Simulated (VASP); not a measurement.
# Re (P6_3/mmc) in VASP: further runs

The runs below take Re through single point, with PBEsol.

Program: VASP 6.6.1. These are calculated values, not measurements. Logs are shortened: lines on timing, memory, paths and dates and some standing lists are left out, and cuts for length are marked.

## (1) The cell of the first run

The structure is hexagonal, space group P6_3/mmc (No. 194). The conventional cell has a = 2.753 Å, b = 2.753 Å, c = 8.870 Å, α = 90.00°, β = 90.00°, γ = 120.00°. Re (site symmetry -3m) has 12 Re at 2.73 to 2.75 Å within 3.6 Å. Re (site symmetry -6m2) has 12 Re at 2.73 to 2.75 Å within 3.6 Å.

## (2) Single point, PBEsol

File INCAR:

```
PREC = Accurate ; ENCUT = 520
EDIFF = 1E-6 ; ISMEAR = -1
SIGMA = 0.1 ; LREAL = False
LASPH = True ; NELM = 60
ALGO = Normal ; ISIF = 2
LWAVE = False ; LCHARG = False
GGA = PS ; NBANDS = 22
```

File KPOINTS:

```
regular mesh
0
Gamma
  13 13 4
```

File POSCAR:

```
Re
1.0
    2.7526943619      0.0000000000      0.0000000000
   -1.3763471809      2.3839032463      0.0000000000
    0.0000000000      0.0000000000      8.8695871885
Re
4
Direct
    0.0000000000      1.0000000000      0.0000000000
    0.0000000000      1.0000000000      0.5000000000
    0.3333333333      0.6666666667      0.2500000000
    0.6666666667      0.3333333333      0.7500000000
```

Potentials or basis: VASP PAW PBE potentials, release 64 (Re).

Launch:

```bash
$ cat potpaw_PBE.64/Re/POTCAR > POTCAR
$ mpirun -np 1 vasp_std > vasp.out
```

OUTCAR:

```text
PREC = Accurate
   ENCUT = 520
   EDIFF = 1E-6
   ISMEAR = -1
   LREAL = False
   LASPH = True
   NELM = 60
   ISIF = 2
   GGA = PS

 ion  position               nearest neighbor table
   1  0.000  0.000  0.000-   3 2.73   4 2.73   4 2.73   3 2.73   4 2.73   3 2.73
   2  0.000  0.000  0.500-   3 2.73   4 2.73   4 2.73   3 2.73   4 2.73   3 2.73
   3  0.333  0.667  0.250-   1 2.73   2 2.73   1 2.73   2 2.73   1 2.73   2 2.73
   4  0.667  0.333  0.750-   1 2.73   2 2.73   1 2.73   2 2.73   1 2.73   2 2.73

  LATTYP: Found a hexagonal cell.
 ALAT       =     2.7526943619
 C/A-ratio  =     3.2221474753

  Lattice vectors:

 A1 = (   2.7526943619,   0.0000000000,   0.0000000000)
 A2 = (  -1.3763471809,   2.3839032463,   0.0000000000)
 A3 = (   0.0000000000,   0.0000000000,   8.8695871885)

Analysis of symmetry for initial positions (statically):
=====================================================================
 Subroutine PRICEL returns:
 Original cell was already a primitive cell.

 Routine SETGRP: Setting up the symmetry group for a
 hexagonal supercell.

 Subroutine GETGRP returns: Found 24 space group operations
 (whereof 12 operations were pure point group operations)
 out of a pool of 24 trial point group operations.

The static configuration has the point symmetry D_3d.
 The point group associated with its full space group is D_6h.

Analysis of symmetry for dynamics (positions and initial velocities):
=====================================================================
 Subroutine PRICEL returns:
 Original cell was already a primitive cell.

 Routine SETGRP: Setting up the symmetry group for a
 hexagonal supercell.

 Subroutine GETGRP returns: Found 24 space group operations
 (whereof 12 operations were pure point group operations)
 out of a pool of 24 trial point group operations.

The dynamic configuration has the point symmetry D_3d.
 The point group associated with its full space group is D_6h.

 Subroutine INISYM returns: Found 24 space group operations
 (whereof 12 operations are pure point group operations),
 and found     1 'primitive' translations

----------------------------------------------------------------------------------------

                                     Primitive cell

  volume of cell :      58.2036

  direct lattice vectors                    reciprocal lattice vectors
     2.752694362  0.000000000  0.000000000     0.363280433  0.209740056  0.000000000
    -1.376347181  2.383903246  0.000000000     0.000000000  0.419480112  0.000000000
     0.000000000  0.000000000  8.869587189     0.000000000  0.000000000  0.112744819

  length of vectors
     2.752694362  2.752694362  8.869587189     0.419480112  0.419480112  0.112744819

  position of ions in fractional coordinates (direct lattice)
     0.000000000  0.000000000  0.000000000
     0.000000000  0.000000000  0.500000000
     0.333333333  0.666666667  0.250000000
     0.666666667  0.333333333  0.750000000

  ion indices of the primitive-cell ions
   primitive index   ion index
                 1           1
                 2           2
                 3           3
                 4           4

----------------------------------------------------------------------------------------

 KPOINTS: regular mesh

Automatic generation of k-mesh.
 Grid dimensions read from file:
 generate k-points for:   13   13    4

 Generating k-lattice:

  Cartesian coordinates                     Fractional coordinates (reciprocal lattice)
     0.027944649  0.016133850  0.000000000     0.076923077  0.000000000  0.000000000
     0.000000000  0.032267701  0.000000000     0.000000000  0.076923077  0.000000000
     0.000000000  0.000000000  0.028186205     0.000000000  0.000000000  0.250000000

  Length of vectors
     0.032267701  0.032267701  0.028186205

  Shift w.r.t. Gamma in fractional coordinates (k-lattice)
     0.000000000  0.000000000  0.000000000

 Subroutine IBZKPT returns following result:
 ===========================================

 Found     63 irreducible k-points:

 Following reciprocal coordinates:
            Coordinates               Weight
  0.000000  0.000000  0.000000      1.000000
  0.076923  0.000000  0.000000      6.000000
  0.153846  0.000000  0.000000      6.000000
  0.230769  0.000000  0.000000      6.000000
  0.307692  0.000000  0.000000      6.000000
  0.384615  0.000000  0.000000      6.000000
[... 16 lines left out ...]
  0.076923  0.000000  0.250000     12.000000
  0.153846  0.000000  0.250000     12.000000
 [... further k-points ...]
   k-points           NKPTS =     63   k-points in BZ     NKDIM =     63   number of bands    NBANDS=     22
   number of dos      NEDOS =    301   number of ions     NIONS =      4
   total plane-waves  NPLWV =  28000
   dimension x,y,z NGX =    20 NGY =   20 NGZ =   70
   dimension x,y,z NGXF=    40 NGYF=   40 NGZF=  140
   ions per type =               4
   NGX,Y,Z   is equivalent  to a cutoff of  12.08, 12.08, 13.12 a.u.
   NGXF,Y,Z  is equivalent  to a cutoff of  24.16, 24.16, 26.24 a.u.
 SYSTEM =  unknown system
   PREC   = accura    normal or accurate (medium, high low for compatibility)
   ISTART =      0    job   : 0-new  1-cont  2-samecut
   ICHARG =      2    charge: 1-file 2-atom 10-const
   ISPIN  =      1    spin polarized calculation?
   LNONCOLLINEAR =      F non collinear calculations
   LSORBIT =      F    spin-orbit coupling
   LASPH  =      T    aspherical Exc in radial PAW
   ENCUT  =  520.0 eV  38.22 Ry    6.18 a.u.   5.12  5.12 16.49*2*pi/ulx,y,z
   NELM   =     60;   NELMIN=  2; NELMDL= -5     # of ELM steps
   EDIFF  = 0.1E-05   stopping-criterion for ELM
   LREAL  =      F    real-space projection
   EDIFFG = 0.1E-04   stopping-criterion for IOM
   NSW    =      0    number of steps for IOM
   IBRION =     -1    ionic relax: 0-MD 1-quasi-New 2-CG
   NFREE  =      0    steps in history (QN), initial steepest desc. (CG)
   ISIF   =      2    stress and relaxation
   ISYM   =      2    0-nonsym 1-usesym 2-fastsym
   POTIM  = 0.5000    time-step for ionic-motion
   TEBEG  =    0.0;   TEEND  =   0.0 temperature during run
   PSTRESS=    0.0 pullay stress
   NELECT =      28.0000    total number of electrons
   NUPDOWN=      -1.0000    fix difference up-down
   EMIN   =  10.00;   EMAX   =-10.00  energy-range for DOS
   EFERMI =   0.00;   METHOD = LEGACY
   ISMEAR =    -1;   SIGMA  =   0.10  broadening in eV -4-tet -1-fermi 0-gaus
   EFERMI_NEDOS =   21; number of points for ismear=-14 and -15
   IALGO  =     38    algorithm
   IMIX   =      4    mixing-type and parameters
     AMIX     =   0.40;   BMIX     =  1.00
     AMIX_MAG =   1.60;   BMIX_MAG =  1.00
  volume/ion in A,a.u.               =      14.55        98.19
  Fermi-wavevector in a.u.,A,eV,Ry     =   1.282756  2.424058 22.387894  1.645464
  Thomas-Fermi vector in A             =   2.415049
   LORBIT       =      0    0 simple, 1 ext, 2 COOP (PROOUT), +10 PAW based schemes
   GGA     = PS    functional components
   LHFCALC =     F    Hartree Fock is set to
   AEXX    =    0.0000 exact exchange contribution
   IVDW    =     0    specifies the selected vdW correction
   LEPSILON=     F    determine dielectric tensor
   LRPA    =     F    only Hartree local field effects (RPA)
 non-spin polarized calculation
  energy-cutoff  :      520.00
  volume of cell :       58.20
 maximum number of plane-waves:      1584
   NGX = 11   NGY = 11   NGZ = 33

 number of electron      27.9999999 magnetization

 Free energy of the ion-electron system (eV)
  ---------------------------------------------------
  ext. energy  EPLUGINS =         0.00000000
  ---------------------------------------------------
  free energy    TOTEN  =       -53.52355710 eV

  energy without entropy =      -53.43403454  energy(sigma->0) =      -53.47879582

 E-fermi :   7.9650     XC(G=0): -13.8803

 val. band max:        7.9434858016   @ k =   0.3846   0.0769   0.2500
 cond. band min:       7.9861748493   @ k =   0.0000   0.0000   0.2500
 fundamental gap:      0.0426890477
 Fermi energy:         7.9649545097

 k-point     1 :       0.0000    0.0000    0.0000
  band No.  band energies     occupation
      1      -2.1195      2.00000
      2       0.2267      2.00000
      3       0.3012      2.00000
      4       1.1506      2.00000
      5       5.3779      2.00000
      6       5.4760      2.00000
[... 14 lines left out ...]
     21      10.5123      0.00000
     22      10.5123      0.00000

 k-point     2 :       0.0769    0.0000    0.0000
  band No.  band energies     occupation
      1      -1.8746      2.00000
      2       0.4559      2.00000
      3       0.5281      2.00000
      4       1.3848      2.00000
      5       5.0508      2.00000
      6       5.3027      2.00000
[... 14 lines left out ...]
     21      10.4690      0.00000
     22      10.5578      0.00000

 k-point     3 :       0.1538    0.0000    0.0000
  band No.  band energies     occupation
      1      -1.1814      2.00000
      2       1.0508      2.00000
      3       1.1136      2.00000
      4       2.0026      2.00000
      5       4.4633      2.00000
      6       4.8831      2.00000
[... 14 lines left out ...]
     21      10.4278      0.00000
     22      10.7538      0.00000
[... 476 lines left out ...]
 k-point    23 :       0.0769    0.0000    0.2500
  band No.  band energies     occupation
      1      -1.6895      2.00000
      2      -0.3705      2.00000
      3       1.1278      2.00000
      4       1.3970      2.00000
      5       5.2916      2.00000
      6       5.4056      2.00000
[... 14 lines left out ...]
     21      10.7027      0.00000
     22      10.9415      0.00000

 k-point    24 :       0.1538    0.0000    0.2500
  band No.  band energies     occupation
      1      -1.0112      2.00000
      2       0.2270      2.00000
      3       1.7581      2.00000
      4       2.0252      2.00000
      5       4.5991      2.00000
      6       4.8779      2.00000
[... 14 lines left out ...]
     21      10.7660      0.00000
     22      11.6127      0.00000

 [... further k-points ...]

------------------------ aborting loop because EDIFF is reached ----------------------------------------

  FORCE on cell =-STRESS in cart. coord.  units (eV):
  Direction    XX          YY          ZZ          XY          YZ          ZX
  --------------------------------------------------------------------------------------
  -------------------------------------------------------------------------------------
  Total        0.0289283      0.0289283      0.0120583      0.0000000     -0.0000000      0.0000000
  in kB        0.7963131      0.7963131      0.3319291      0.0000000     -0.0000000      0.0000000
  external PRESSURE =       0.6415184 kB  Pullay stress =       0.0000000 kB

 VOLUME and BASIS-vectors are now :
 -----------------------------------------------------------------------------
  energy-cutoff  :      520.00
  volume of cell :       58.20
      direct lattice vectors                 reciprocal lattice vectors
     2.752694362  0.000000000  0.000000000     0.363280433  0.209740056  0.000000000
    -1.376347181  2.383903246  0.000000000     0.000000000  0.419480112  0.000000000
     0.000000000  0.000000000  8.869587189     0.000000000  0.000000000  0.112744819

 POSITION                                       TOTAL-FORCE (eV/Angst)
 -----------------------------------------------------------------------------------
      0.00000      0.00000      0.00000        -0.000000      0.000000     -0.000000
      0.00000      0.00000      4.43479        -0.000000      0.000000     -0.000000
     -0.00000      1.58927      2.21740         0.000000     -0.000000      0.000000
      1.37635      0.79463      6.65219        -0.000000      0.000000      0.000000
 -----------------------------------------------------------------------------------
    total drift:                                0.000000     -0.000000      0.000000

  FREE ENERGIE OF THE ION-ELECTRON SYSTEM (eV)
  ---------------------------------------------------
  free  energy   TOTEN  =       -53.5235571032 eV

  energy  without entropy=      -53.4340345399  energy(sigma->0) =      -53.47879582
```

Run time: 94 s. Hardware: 1 thread of Intel Xeon Platinum 8259CL at 2.50GHz (Skylake/Cascade Lake), shared host; peak memory 0.21 GiB.

What came out:

```yaml
Free_energy: -53.5236 eV
Pressure: 0.1 GPa
Band_gap_on_the_k_mesh: zero (bands 14 and 15 overlap by 2.59 eV)
```

Caveat: the PAW data sets were made with another functional, which shifts forces and pressure a little; spin-orbit coupling is left out, which moves the levels of the heavy elements.

(Part 1 of 3 ends here.)

The gap in the log of VASP goes by the Fermi energy; the results here count the filled bands.